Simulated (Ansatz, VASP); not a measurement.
One calculation of CdTe, two programs

Contents of INCAR:

```
SYSTEM = CdTe
PREC     = Accurate       ! precision mode
ENCUT    = 520            ! plane-wave cutoff, eV
EDIFF    = 1E-7           ! SCF threshold, eV
ISMEAR   = -1             ! smearing method
SIGMA    = 0.05           ! smearing width, eV
LREAL    = .FALSE.        ! projectors in reciprocal space
LASPH    = .TRUE.         ! aspherical terms in the spheres
NELM     = 100            ! most SCF steps
ALGO     = Normal         ! electronic algorithm
ISIF     = 2              ! what is computed and relaxed
LWAVE    = .FALSE.        ! write WAVECAR
LCHARG   = .TRUE.         ! write CHGCAR
GGA      = PS             ! functional
LELF     = .TRUE.         ! ELF
LVHAR    = .TRUE.       
NBANDS   = 16             ! bands
```

Contents of KPOINTS:

```
Automatic mesh
0
G
  12 12 12
  0 0 0
```

File POSCAR:

```
CdTe
1.0
    0.0000000000      3.2450830027      3.2450830027
    3.2450830027      0.0000000000      3.2450830027
    3.2450830027      3.2450830027      0.0000000000
Cd Te
1 1
Direct
    0.0000000000      0.0000000000      0.0000000000
    0.2500000000      0.2500000000      0.2500000000
```

Input for Ansatz:

```yaml
crystal:
  lattice:
    - [0.0, 3.2450830027, 3.2450830027]
    - [3.2450830027, 0.0, 3.2450830027]
    - [3.2450830027, 3.2450830027, 0.0]
  atoms:
    - { symbol: Cd, position: [0.0, 0.0, 0.0] }
    - { symbol: Te, position: [0.25, 0.25, 0.25] }
kpoints:
  mp_grid: { grid: [12, 12, 12] }
  band_path:
    path:
      - [0.0, 0.0, 0.0]
      - [-0.5, -0.5, 0.0]
      - [-0.375, -0.375, 0.25]
      - [-0.375, 0.0, 0.375]
      - [0.0, 0.0, 0.0]
      - [0.0, 0.0, 0.5]
      - [-0.5, -0.25, 0.25]
      - [-0.5, -0.5, 0.0]
    npoints: 14
scf:
  occupations: { method: fermi_dirac, width: 0.05 }
hamiltonian:
  xc: pbesol
  pseudopotentials: { kind: all_electron, lapw: { basis_error: 0.001 } }
output:
  forces: true
  stress: true
  eigenvalues: true
  populations: true
  dos: { projected: true, de: 0.2, e_range: [-14, 8] }
```

Alike in both runs: task single point; functional PBEsol; k mesh 12 × 12 × 12; occupations fermi-dirac, width 0.05 eV; no spin polarisation.

|  | VASP | Ansatz |
| --- | --- | --- |
| version | VASP 6.6.1 | Ansatz 0.2.0 |
| potentials or method | VASP PAW PBE potentials, release 64 (Cd, Te), cutoff 520 eV | all-electron LAPW, scalar-relativistic |

Ansatz gave:

```
pressure (GPa) : 0.0
```

Question: What did VASP give for the same quantities?

Answer: Pressure (GPa): 0.1.

VASP's potentials were made for PBE, not for PBEsol. Ansatz ran all-electron here, and VASP with PAW potentials.

Spin-orbit coupling is off throughout.
